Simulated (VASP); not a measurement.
# Si3C (P4/mmm) in VASP: single point with PBE

Aim: the single point of Si3C with PBE.

Program: VASP 6.6.1. These are calculated values, not measurements. Logs are shortened: lines on timing, memory, paths and dates and some standing lists are left out, and cuts for length are marked.

## Step 1: The cell of the first run

Symmetry: P4/mmm, No. 123, tetragonal system. The conventional cell has a = 2.746 Å, b = 2.746 Å, c = 6.166 Å, α = 90.00°, β = 90.00°, γ = 90.00°. Si (site symmetry 4mm) has 4 C at 2.27 Å and 9 Si at 2.37 to 2.75 Å within 3.0 Å. Si (site symmetry 4/mmm) has 12 Si at 2.72 to 2.75 Å and 2 C at 3.08 Å within 3.6 Å. C (site symmetry 4/mmm) has 10 Si at 2.27 to 3.08 Å and 4 C at 2.75 Å within 3.1 Å.

## Step 2: Single point, PBE

POSCAR reads:

```
Si3C
1.0
    2.7456504026      0.0000000000      0.0000000000
    0.0000000000      2.7456504026      0.0000000000
    0.0000000000      0.0000000000      6.1658944556
Si C
3 1
Direct
    0.5000000000      0.5000000000      0.1920243562
    0.0000000000      0.0000000000      0.5000000000
    0.5000000000      0.5000000000      0.8079756438
    0.0000000000      0.0000000000      0.0000000000
```

INCAR.step1 reads:

```
SYSTEM = Si3C
  ALGO = Normal
  EDIFF = 1E-6
  ENCUT = 520
  GGA = PE
  ISIF = 2
  ISMEAR = 0
  LASPH = .TRUE.
  LCHARG = .TRUE.
  LREAL = .FALSE.
  LWAVE = .FALSE.
  NBANDS = 16
  NELM = 60
  PREC = Accurate
  SIGMA = 0.1
```

KPOINTS.step1 reads:

```
k-points
0
G
  16 16 8
  0 0 0
```

INCAR.step2 reads:

```
SYSTEM = Si3C
  ALGO = Normal
  EDIFF = 1E-6
  ENCUT = 520
  GGA = PE
  ICHARG = 11
  ISIF = 2
  ISMEAR = -5
  LASPH = .TRUE.
  LCHARG = .FALSE.
  LORBIT = 11
  LREAL = .FALSE.
  LWAVE = .FALSE.
  NBANDS = 16
  NEDOS = 2001
  NELM = 60
  PREC = Accurate
  SIGMA = 0.1
```

KPOINTS.step2 reads:

```
k-points
0
G
  24 24 12
  0 0 0
```

Potentials or basis: VASP PAW PBE potentials, release 64 (Si, C).

The run is started by

```console
$ cat potpaw_PBE.64/Si/POTCAR potpaw_PBE.64/C/POTCAR > POTCAR
$ cp INCAR.step1 INCAR
$ cp KPOINTS.step1 KPOINTS
$ mpirun -np 1 vasp_std > vasp.out
$ cp INCAR.step2 INCAR
$ cp KPOINTS.step2 KPOINTS
$ mpirun -np 1 vasp_std > vasp.out
```

OUTCAR:

```text
SYSTEM = Si3C
   EDIFF = 1E-6
   ENCUT = 520
   GGA = PE
   ICHARG = 11
   ISIF = 2
   ISMEAR = -5
   LASPH = .TRUE.
   LORBIT = 11
   LREAL = .FALSE.
   NELM = 60
   PREC = Accurate

 ion  position               nearest neighbor table
   1  0.500  0.500  0.192-   4 2.27   4 2.27   4 2.27   4 2.27   3 2.37   2 2.72   2 2.72   2 2.72
                             2 2.72
   2  0.000  0.000  0.500-   1 2.72   3 2.72   1 2.72   3 2.72   1 2.72   3 2.72   1 2.72   3 2.72

   3  0.500  0.500  0.808-   4 2.27   4 2.27   4 2.27   4 2.27   1 2.37   2 2.72   2 2.72   2 2.72
                             2 2.72
   4  0.000  0.000  0.000-   1 2.27   3 2.27   1 2.27   3 2.27   1 2.27   3 2.27   1 2.27   3 2.27

  LATTYP: Found a simple tetragonal cell.
 ALAT       =     2.7456504026
 C/A-ratio  =     2.2456953914

  Lattice vectors:

 A1 = (   2.7456504026,   0.0000000000,   0.0000000000)
 A2 = (   0.0000000000,   2.7456504026,   0.0000000000)
 A3 = (   0.0000000000,   0.0000000000,   6.1658944556)

Analysis of symmetry for initial positions (statically):
=====================================================================
 Subroutine PRICEL returns:
 Original cell was already a primitive cell.

 Routine SETGRP: Setting up the symmetry group for a
 simple tetragonal supercell.

 Subroutine GETGRP returns: Found 16 space group operations
 (whereof 16 operations were pure point group operations)
 out of a pool of 16 trial point group operations.

The static configuration has the point symmetry D_4h.

Analysis of symmetry for dynamics (positions and initial velocities):
=====================================================================
 Subroutine PRICEL returns:
 Original cell was already a primitive cell.

 Routine SETGRP: Setting up the symmetry group for a
 simple tetragonal supercell.

 Subroutine GETGRP returns: Found 16 space group operations
 (whereof 16 operations were pure point group operations)
 out of a pool of 16 trial point group operations.

The dynamic configuration has the point symmetry D_4h.

 Subroutine INISYM returns: Found 16 space group operations
 (whereof 16 operations are pure point group operations),
 and found     1 'primitive' translations

----------------------------------------------------------------------------------------

                                     Primitive cell

  volume of cell :      46.4822

  direct lattice vectors                    reciprocal lattice vectors
     2.745650403  0.000000000  0.000000000     0.364212428  0.000000000  0.000000000
     0.000000000  2.745650403  0.000000000     0.000000000  0.364212428  0.000000000
     0.000000000  0.000000000  6.165894456     0.000000000  0.000000000  0.162182471

  length of vectors
     2.745650403  2.745650403  6.165894456     0.364212428  0.364212428  0.162182471

  position of ions in fractional coordinates (direct lattice)
     0.500000000  0.500000000  0.192024356
     0.000000000  0.000000000  0.500000000
     0.500000000  0.500000000  0.807975644
     0.000000000  0.000000000  0.000000000

  ion indices of the primitive-cell ions
   primitive index   ion index
                 1           1
                 2           2
                 3           3
                 4           4

----------------------------------------------------------------------------------------

 KPOINTS: k-points

Automatic generation of k-mesh.
 Grid dimensions read from file:
 generate k-points for:   24   24   12

 Generating k-lattice:

  Cartesian coordinates                     Fractional coordinates (reciprocal lattice)
     0.015175518  0.000000000  0.000000000     0.041666667  0.000000000  0.000000000
     0.000000000  0.015175518  0.000000000     0.000000000  0.041666667  0.000000000
     0.000000000  0.000000000  0.013515206     0.000000000  0.000000000  0.083333333

  Length of vectors
     0.015175518  0.015175518  0.013515206

  Shift w.r.t. Gamma in fractional coordinates (k-lattice)
     0.000000000  0.000000000  0.000000000

 TETIRR: Found  10368 inequivalent tetrahedra from    41472

 Subroutine IBZKPT returns following result:
 ===========================================

 Found    637 irreducible k-points:

 Following reciprocal coordinates:
            Coordinates               Weight
  0.000000  0.000000  0.000000      1.000000
  0.041667  0.000000  0.000000      4.000000
  0.083333  0.000000  0.000000      4.000000
  0.125000  0.000000  0.000000      4.000000
  0.166667  0.000000  0.000000      4.000000
  0.208333  0.000000  0.000000      4.000000
[... 16 lines left out ...]
  0.416667  0.041667  0.000000      8.000000
  0.458333  0.041667  0.000000      8.000000
 [... further k-points ...]
   k-points           NKPTS =    637   k-points in BZ     NKDIM =    637   number of bands    NBANDS=     16
   number of dos      NEDOS =   2001   number of ions     NIONS =      4
   total plane-waves  NPLWV =  19200
   dimension x,y,z NGX =    20 NGY =   20 NGZ =   48
   dimension x,y,z NGXF=    40 NGYF=   40 NGZF=   96
   ions per type =               3   1
   NGX,Y,Z   is equivalent  to a cutoff of  12.11, 12.11, 12.94 a.u.
   NGXF,Y,Z  is equivalent  to a cutoff of  24.22, 24.22, 25.88 a.u.
 SYSTEM =  Si3C
   PREC   = accura    normal or accurate (medium, high low for compatibility)
   ISTART =      0    job   : 0-new  1-cont  2-samecut
   ICHARG =     11    charge: 1-file 2-atom 10-const
   ISPIN  =      1    spin polarized calculation?
   LNONCOLLINEAR =      F non collinear calculations
   LSORBIT =      F    spin-orbit coupling
   LASPH  =      T    aspherical Exc in radial PAW
   ENCUT  =  520.0 eV  38.22 Ry    6.18 a.u.   5.11  5.11 11.46*2*pi/ulx,y,z
   NELM   =     60;   NELMIN=  2; NELMDL=  0     # of ELM steps
   EDIFF  = 0.1E-05   stopping-criterion for ELM
   LREAL  =      F    real-space projection
   EDIFFG = 0.1E-04   stopping-criterion for IOM
   NSW    =      0    number of steps for IOM
   IBRION =     -1    ionic relax: 0-MD 1-quasi-New 2-CG
   NFREE  =      0    steps in history (QN), initial steepest desc. (CG)
   ISIF   =      2    stress and relaxation
   ISYM   =      2    0-nonsym 1-usesym 2-fastsym
   POTIM  = 0.5000    time-step for ionic-motion
   TEBEG  =    0.0;   TEEND  =   0.0 temperature during run
   PSTRESS=    0.0 pullay stress
   NELECT =      16.0000    total number of electrons
   NUPDOWN=      -1.0000    fix difference up-down
   EMIN   =  10.00;   EMAX   =-10.00  energy-range for DOS
   EFERMI =   0.00;   METHOD = LEGACY
   ISMEAR =    -5;   SIGMA  =   0.10  broadening in eV -4-tet -1-fermi 0-gaus
   EFERMI_NEDOS =   21; number of points for ismear=-14 and -15
   IALGO  =     38    algorithm
   IMIX   =      4    mixing-type and parameters
     AMIX     =   0.40;   BMIX     =  1.00
     AMIX_MAG =   1.60;   BMIX_MAG =  1.00
  volume/ion in A,a.u.               =      11.62        78.42
  Fermi-wavevector in a.u.,A,eV,Ry     =   1.147324  2.168127 17.910052  1.316352
  Thomas-Fermi vector in A             =   2.284004
   LORBIT       =     11    0 simple, 1 ext, 2 COOP (PROOUT), +10 PAW based schemes
   GGA     = PE    functional components
   LHFCALC =     F    Hartree Fock is set to
   AEXX    =    0.0000 exact exchange contribution
   IVDW    =     0    specifies the selected vdW correction
   LEPSILON=     F    determine dielectric tensor
   LRPA    =     F    only Hartree local field effects (RPA)
 non-spin polarized calculation
 Fermi weights with tetrahedron method with Bloechl corrections
  energy-cutoff  :      520.00
  volume of cell :       46.48
 maximum number of plane-waves:      1272

 number of electron      16.0000000 magnetization

 Free energy of the ion-electron system (eV)
  ---------------------------------------------------
  ext. energy  EPLUGINS =         0.00000000
  ---------------------------------------------------
  free energy    TOTEN  =       -21.03333121 eV

  energy without entropy =      -21.03333121  energy(sigma->0) =      -21.03333121

 E-fermi :  10.8341     XC(G=0): -11.7368

 val. band max:       10.9344943886   @ k =   0.3333   0.1667   0.4167
 cond. band min:      10.7262399427   @ k =   0.4167   0.0833   0.4167
 fundamental gap:     -0.2082544459
 Fermi energy:        10.8341430690

 k-point     1 :       0.0000    0.0000    0.0000
  band No.  band energies     occupation
      1      -5.7101      2.00000
      2      -1.3860      2.00000
      3      -0.7798      2.00000
      4       8.3252      2.00000
      5       9.4933      2.00000
      6       9.4933      2.00000
[... 8 lines left out ...]
     15      18.3369      0.00000
     16      18.6526      0.00000

 k-point     2 :       0.0417    0.0000    0.0000
  band No.  band energies     occupation
      1      -5.6788      2.00000
      2      -1.3541      2.00000
      3      -0.7470      2.00000
      4       8.3498      2.00000
      5       9.0964      2.00000
      6       9.5169      2.00000
[... 8 lines left out ...]
     15      18.7989      0.00000
     16      18.9440      0.00000

 k-point     3 :       0.0833    0.0000    0.0000
  band No.  band energies     occupation
      1      -5.5850      2.00000
      2      -1.2585      2.00000
      3      -0.6487      2.00000
      4       8.2592      2.00000
      5       8.4222      2.00000
      6       9.5872      2.00000
[... 8 lines left out ...]
     15      18.9082      0.00000
     16      20.0300      0.00000

 k-point     4 :       0.1250    0.0000    0.0000
  band No.  band energies     occupation
      1      -5.4289      2.00000
      2      -1.0992      2.00000
      3      -0.4849      2.00000
      4       7.2646      2.00000
      5       8.5368      2.00000
      6       9.7029      2.00000
[... 8 lines left out ...]
     15      18.9983      0.00000
     16      20.6414      0.00000

 k-point     5 :       0.1667    0.0000    0.0000
  band No.  band energies     occupation
      1      -5.2108      2.00000
      2      -0.8767      2.00000
      3      -0.2560      2.00000
      4       6.2197      2.00000
      5       8.6785      2.00000
      6       9.8614      2.00000
[... 8 lines left out ...]
     15      18.9734      0.00000
     16      20.2218      0.00000

 k-point     6 :       0.2083    0.0000    0.0000
  band No.  band energies     occupation
      1      -4.9311      2.00000
      2      -0.5915      2.00000
      3       0.0378      2.00000
      4       5.1716      2.00000
      5       8.7999      2.00000
      6       9.8403      2.00000
[... 8 lines left out ...]
     15      18.7360      0.00000
     16      19.5205      0.00000
[... 267 lines left out ...]
 k-point    21 :       0.3333    0.0417    0.0000
  band No.  band energies     occupation
      1      -3.7017      2.00000
      2       0.6474      2.00000
      3       1.3337      2.00000
      4       2.2517      2.00000
      5       6.7423      2.00000
      6       7.3567      2.00000
[... 8 lines left out ...]
     15      18.7242      0.00000
     16      19.8807      0.00000

 k-point    22 :       0.3750    0.0417    0.0000
  band No.  band energies     occupation
      1      -3.1893      2.00000
      2       1.0093      2.00000
      3       1.5221      2.00000
      4       1.8781      2.00000
      5       5.7983      2.00000
      6       6.4579      2.00000
[... 8 lines left out ...]
     15      18.3940      0.00000
     16      19.9963      0.00000

 k-point    23 :       0.4167    0.0417    0.0000
  band No.  band energies     occupation
      1      -2.6313      2.00000
      2       0.4252      2.00000
      3       1.8565      2.00000
      4       2.4786      2.00000
      5       4.9156      2.00000
      6       5.5859      2.00000
[... 8 lines left out ...]
     15      18.5408      0.00000
     16      19.9989      0.00000

 k-point    24 :       0.4583    0.0417    0.0000
  band No.  band energies     occupation
      1      -2.0610      2.00000
      2      -0.2922      2.00000
      3       2.4583      2.00000
      4       3.1179      2.00000
      5       4.1151      2.00000
      6       4.7791      2.00000
[... 8 lines left out ...]
     15      19.0087      0.00000
     16      19.8346      0.00000

 [... further k-points ...]

------------------------ aborting loop because EDIFF is reached ----------------------------------------

  FORCE on cell =-STRESS in cart. coord.  units (eV):
  Direction    XX          YY          ZZ          XY          YZ          ZX
  --------------------------------------------------------------------------------------
  -------------------------------------------------------------------------------------
  Total        0.0276293      0.0276293      0.0133104      0.0000000      0.0000000     -0.0000000
  in kB        0.9523448      0.9523448      0.4587906      0.0000000      0.0000000     -0.0000000
  external PRESSURE =       0.7878268 kB  Pullay stress =       0.0000000 kB

 VOLUME and BASIS-vectors are now :
 -----------------------------------------------------------------------------
  energy-cutoff  :      520.00
  volume of cell :       46.48
      direct lattice vectors                 reciprocal lattice vectors
     2.745650403  0.000000000  0.000000000     0.364212428  0.000000000  0.000000000
     0.000000000  2.745650403  0.000000000     0.000000000  0.364212428  0.000000000
     0.000000000  0.000000000  6.165894456     0.000000000  0.000000000  0.162182471

 POSITION                                       TOTAL-FORCE (eV/Angst)
 -----------------------------------------------------------------------------------
      1.37283      1.37283      1.18400         0.000000      0.000000     -0.082073
      0.00000      0.00000      3.08295         0.000000     -0.000000      0.000000
      1.37283      1.37283      4.98189         0.000000      0.000000      0.082073
      0.00000      0.00000      0.00000         0.000000     -0.000000      0.000000
 -----------------------------------------------------------------------------------
    total drift:                                0.000000      0.000000     -0.000000

  FREE ENERGIE OF THE ION-ELECTRON SYSTEM (eV)
  ---------------------------------------------------
  free  energy   TOTEN  =       -21.0333312137 eV

  energy  without entropy=      -21.0333312137  energy(sigma->0) =      -21.03333121

 total charge

# of ion       s       p       d       tot
------------------------------------------
    1        0.791   0.730   0.000   1.521
    2        0.842   0.702   0.000   1.544
    3        0.791   0.730   0.000   1.521
    4        0.912   1.356   0.000   2.268
--------------------------------------------------
tot          3.337   3.517   0.000   6.854
```

Run time: 7.6 min. Hardware: 1 thread of Intel Xeon 8259CL, shared host; peak memory 0.48 GiB.

Results:

```
Valence electrons inside the program's atomic spheres : Si 1.52, 1.54 (each value once); C 2.27
```
